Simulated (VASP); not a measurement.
# CdAg (Pm-3m) in VASP: a series of runs

CdAg is run at these levels: LDA; tasks: vibrations by perturbation theory.

Everything below comes from runs of VASP 6.6.1. Logs are shortened: lines on timing, memory, paths and dates and some standing lists are left out, and cuts for length are marked.

### Step 1. The cell of the first run

Symmetry: Pm-3m, No. 221, cubic system. Conventional cell: a = 3.243 Å, b = 3.243 Å, c = 3.243 Å, α = 90.00°, β = 90.00°, γ = 90.00°. Within 3.7 Å of Cd (site symmetry m-3m) lie 8 Ag at 2.81 Å and 6 Cd at 3.24 Å. Within 3.7 Å of Ag (site symmetry m-3m) lie 8 Cd at 2.81 Å and 6 Ag at 3.24 Å.

### Step 2. Vibrations by perturbation theory, LDA (17.05 Å³/atom)

File INCAR:

```
SYSTEM = CdAg
ALGO = Normal ; EDIFF = 1E-8
ENCUT = 520 ; IBRION = 8
ISIF = 2 ; ISMEAR = -1
LASPH = .TRUE. ; LCHARG = .TRUE.
LREAL = .FALSE. ; LWAVE = .FALSE.
NELM = 80 ; NSW = 1
PREC = Accurate ; SIGMA = 0.15
```

File KPOINTS:

```
k-points
0
G
  12 12 12
  0 0 0
```

File POSCAR:

```
CdAg
1.0
    3.2426138171      0.0000000000      0.0000000000
    0.0000000000      3.2426138171      0.0000000000
    0.0000000000      0.0000000000      3.2426138171
Cd Ag
1 1
Direct
    0.5000000000      0.5000000000      0.5000000000
    0.0000000000      0.0000000000      0.0000000000
```

Potentials or basis: VASP PAW LDA potentials, release 64 (Cd, Ag).

Launch:

```
$ cat potpaw_LDA.64/Cd/POTCAR potpaw_LDA.64/Ag/POTCAR > POTCAR
$ mpirun -np 1 vasp_std > vasp.out
```

OUTCAR:

```text
SYSTEM = CdAg
   EDIFF = 1E-8
   ENCUT = 520
   IBRION = 8
   ISIF = 2
   ISMEAR = -1
   LASPH = .TRUE.
   LREAL = .FALSE.
   NELM = 80
   NSW = 1
   PREC = Accurate

 ion  position               nearest neighbor table
   1  0.500  0.500  0.500-   2 2.81   2 2.81   2 2.81   2 2.81   2 2.81   2 2.81   2 2.81   2 2.81

   2  0.000  0.000  0.000-   1 2.81   1 2.81   1 2.81   1 2.81   1 2.81   1 2.81   1 2.81   1 2.81

  LATTYP: Found a simple cubic cell.
 ALAT       =     3.2426138171

  Lattice vectors:

 A1 = (   3.2426138171,   0.0000000000,   0.0000000000)
 A2 = (   0.0000000000,   3.2426138171,   0.0000000000)
 A3 = (   0.0000000000,   0.0000000000,   3.2426138171)

Analysis of symmetry for initial positions (statically):
=====================================================================
 Subroutine PRICEL returns:
 Original cell was already a primitive cell.

 Routine SETGRP: Setting up the symmetry group for a
 simple cubic supercell.

 Subroutine GETGRP returns: Found 48 space group operations
 (whereof 48 operations were pure point group operations)
 out of a pool of 48 trial point group operations.

The static configuration has the point symmetry O_h .

Analysis of symmetry for dynamics (positions and initial velocities):
=====================================================================
 Subroutine PRICEL returns:
 Original cell was already a primitive cell.

 Routine SETGRP: Setting up the symmetry group for a
 simple cubic supercell.

 Subroutine GETGRP returns: Found 48 space group operations
 (whereof 48 operations were pure point group operations)
 out of a pool of 48 trial point group operations.

The dynamic configuration has the point symmetry O_h .

 Subroutine INISYM returns: Found 48 space group operations
 (whereof 48 operations are pure point group operations),
 and found     1 'primitive' translations

----------------------------------------------------------------------------------------

                                     Primitive cell

  volume of cell :      34.0946

  direct lattice vectors                    reciprocal lattice vectors
     3.242613817  0.000000000  0.000000000     0.308393184  0.000000000  0.000000000
     0.000000000  3.242613817  0.000000000     0.000000000  0.308393184  0.000000000
     0.000000000  0.000000000  3.242613817     0.000000000  0.000000000  0.308393184

  length of vectors
     3.242613817  3.242613817  3.242613817     0.308393184  0.308393184  0.308393184

  position of ions in fractional coordinates (direct lattice)
     0.500000000  0.500000000  0.500000000
     0.000000000  0.000000000  0.000000000

  ion indices of the primitive-cell ions
   primitive index   ion index
                 1           1
                 2           2

----------------------------------------------------------------------------------------

 KPOINTS: k-points

Automatic generation of k-mesh.
 Grid dimensions read from file:
 generate k-points for:   12   12   12

 Generating k-lattice:

  Cartesian coordinates                     Fractional coordinates (reciprocal lattice)
     0.025699432  0.000000000  0.000000000     0.083333333  0.000000000  0.000000000
     0.000000000  0.025699432  0.000000000     0.000000000  0.083333333  0.000000000
     0.000000000  0.000000000  0.025699432     0.000000000  0.000000000  0.083333333

  Length of vectors
     0.025699432  0.025699432  0.025699432

  Shift w.r.t. Gamma in fractional coordinates (k-lattice)
     0.000000000  0.000000000  0.000000000

[... 83 lines left out ...]
  volume of cell :       34.09
 maximum number of plane-waves:       938
   NGX = 13   NGY = 13   NGZ = 13

--------------------------------------- Ionic step        1  -------------------------------------------

 number of electron      22.9999983 magnetization

 Free energy of the ion-electron system (eV)
  ---------------------------------------------------
  ext. energy  EPLUGINS =         0.00000000
  ---------------------------------------------------
  free energy    TOTEN  =        -5.46219714 eV

  energy without entropy =       -5.42424414  energy(sigma->0) =       -5.44322064

 E-fermi :   6.5050     XC(G=0): -12.6476

 val. band max:        6.5001967049   @ k =   0.5000   0.3333   0.3333
 cond. band min:       6.5179646071   @ k =   0.3333   0.3333   0.0000
 fundamental gap:      0.0177679023
 Fermi energy:         6.5050343017

 k-point     1 :       0.0000    0.0000    0.0000
  band No.  band energies     occupation
      1      -3.2391      2.00000
      2      -3.2391      2.00000
      3      -2.9679      2.00000
      4      -2.3653      2.00000
      5      -2.3653      2.00000
      6      -2.3653      2.00000
      7       1.0555      2.00000
      8       1.0555      2.00000
      9       2.0570      2.00000
     10       2.0570      2.00000
     11       2.0570      2.00000
     12      11.6499      0.00000
     13      11.6499      0.00000
     14      11.6499      0.00000
[... 401 lines left out ...]
      2      -2.9361      2.00000
      3      -2.6968      2.00000
      4      -2.6067      2.00000
      5      -2.1264      2.00000
      6       0.2325      2.00000
      7       1.1528      2.00000
      8       1.7300      2.00000
      9       1.7603      2.00000
     10       1.9689      2.00000
     11       2.7763      2.00000
     12       5.3623      1.99902
     13       9.2007      0.00000
     14      11.6746      0.00000
     15      17.4080      0.00000

 [... further k-points ...]

------------------------ aborting loop because EDIFF is reached ----------------------------------------

  FORCE on cell =-STRESS in cart. coord.  units (eV):
  Direction    XX          YY          ZZ          XY          YZ          ZX
  --------------------------------------------------------------------------------------
  -------------------------------------------------------------------------------------
  Total        0.6989677      0.6989677      0.6989677     -0.0000000     -0.0000000      0.0000000
  in kB       32.8459623     32.8459623     32.8459623     -0.0000000     -0.0000000      0.0000000
  external PRESSURE =      32.8459623 kB  Pullay stress =       0.0000000 kB

 VOLUME and BASIS-vectors are now :
 -----------------------------------------------------------------------------
  energy-cutoff  :      520.00
  volume of cell :       34.09
      direct lattice vectors                 reciprocal lattice vectors
     3.242613817  0.000000000  0.000000000     0.308393184  0.000000000  0.000000000
     0.000000000  3.242613817  0.000000000     0.000000000  0.308393184  0.000000000
     0.000000000  0.000000000  3.242613817     0.000000000  0.000000000  0.308393184

 POSITION                                       TOTAL-FORCE (eV/Angst)
 -----------------------------------------------------------------------------------
      1.62131      1.62131      1.62131         0.000000      0.000000      0.000000
      0.00000      0.00000      0.00000         0.000000      0.000000      0.000000
 -----------------------------------------------------------------------------------
    total drift:                                0.000000      0.000000     -0.000000

  FREE ENERGIE OF THE ION-ELECTRON SYSTEM (eV)
  ---------------------------------------------------
  free  energy   TOTEN  =        -5.4621971430 eV

  energy  without entropy=       -5.4242441407  energy(sigma->0) =       -5.44322064

[... ionic steps 2 to 3 ...]

--------------------------------------- Ionic step        4  -------------------------------------------

------------------------ aborting loop because EDIFF is reached ----------------------------------------

[... ionic steps 5 to 6 ...]

--------------------------------------- Ionic step        7  -------------------------------------------

 Free energy of the ion-electron system (eV)
  ---------------------------------------------------
  ---------------------------------------------------
  free energy    TOTEN  =        -0.29568423 eV

  energy without entropy =       -0.29568423

------------------------ aborting loop because EDIFF is reached ----------------------------------------

 INTERNAL STRAIN TENSOR  FOR ION    2  DIRECTION 1   (eV/Angst):
 -----------------------------------------------------------------------------
     0.00169  0.00000  0.00000
     0.00000 -0.00052  0.00000
     0.00000  0.00000 -0.00052

 INTERNAL STRAIN TENSOR FOR ION    2 for displacements in x,y,z  (eV/Angst):
          X           Y           Z          XY          YZ          ZX
  --------------------------------------------------------------------------------
  x     0.00000     0.00000     0.00000     0.00000     0.00000     0.00000
  y     0.00000     0.00000     0.00000     0.00000     0.00000     0.00000
  z     0.00000     0.00000     0.00000     0.00000     0.00000     0.00000

 SECOND DERIVATIVES (NOT SYMMETRIZED)
 ------------------------------------
               1X          1Y          1Z          2X          2Y          2Z
  1X    -4.882869    0.000000   -0.000000    4.882869   -0.000000    0.000000
  1Y     0.000000   -4.882869   -0.000000   -0.000000    4.882869    0.000000
  1Z     0.000000    0.000000   -4.882869   -0.000000   -0.000000    4.882869
  2X     4.888839   -0.000000    0.000000   -4.888839    0.000000   -0.000000
  2Y    -0.000000    4.888839    0.000000    0.000000   -4.888839   -0.000000
  2Z     0.000000    0.000000    4.888839   -0.000000   -0.000000   -4.888839

 Eigenvectors and eigenvalues of the dynamical matrix
 ----------------------------------------------------

   1 f  =    4.657572 THz    29.264387 2PiTHz  155.359876 cm-1    19.262161 meV
             X         Y         Z           dx          dy          dz
      1.621307  1.621307  1.621307    -0.000000   -0.000000   -0.699559
      0.000000  0.000000  0.000000     0.000000    0.000000    0.714575
[... 21 lines left out ...]
   6 f/i=    0.001422 THz     0.008937 2PiTHz    0.047447 cm-1     0.005883 meV
             X         Y         Z           dx          dy          dz
      1.621307  1.621307  1.621307    -0.235116    0.349051   -0.577495
      0.000000  0.000000  0.000000    -0.230176    0.341717   -0.565360

--------------------------------------------------------------------------------------------------------

 ELASTIC MODULI CONTR FROM IONIC RELAXATION (kBar)
 Direction    XX          YY          ZZ          XY          YZ          ZX
 --------------------------------------------------------------------------------
 XX           0.0000      0.0000      0.0000      0.0000      0.0000      0.0000
 YY           0.0000      0.0000      0.0000      0.0000      0.0000      0.0000
 ZZ           0.0000      0.0000      0.0000      0.0000      0.0000      0.0000
 XY           0.0000      0.0000      0.0000      0.0000      0.0000      0.0000
 YZ           0.0000      0.0000      0.0000      0.0000      0.0000      0.0000
 ZX           0.0000      0.0000      0.0000      0.0000      0.0000      0.0000
 --------------------------------------------------------------------------------
```

Run time: 81 s. Hardware: 1 thread of Intel Xeon 6975P-C (Granite Rapids), shared host; peak memory 0.36 GiB.

Results:

```
Highest phonon frequency at Γ : 155 cm⁻¹
```

Phonon frequencies in cm⁻¹ (negative: imaginary):
```
              q point        frequencies
(0.000, 0.000, 0.000)  0 0 0 155 155 155
```

Caveat: the cell stands under pressure or tension, which shifts response properties.

(Continued in part 2 of 2.)
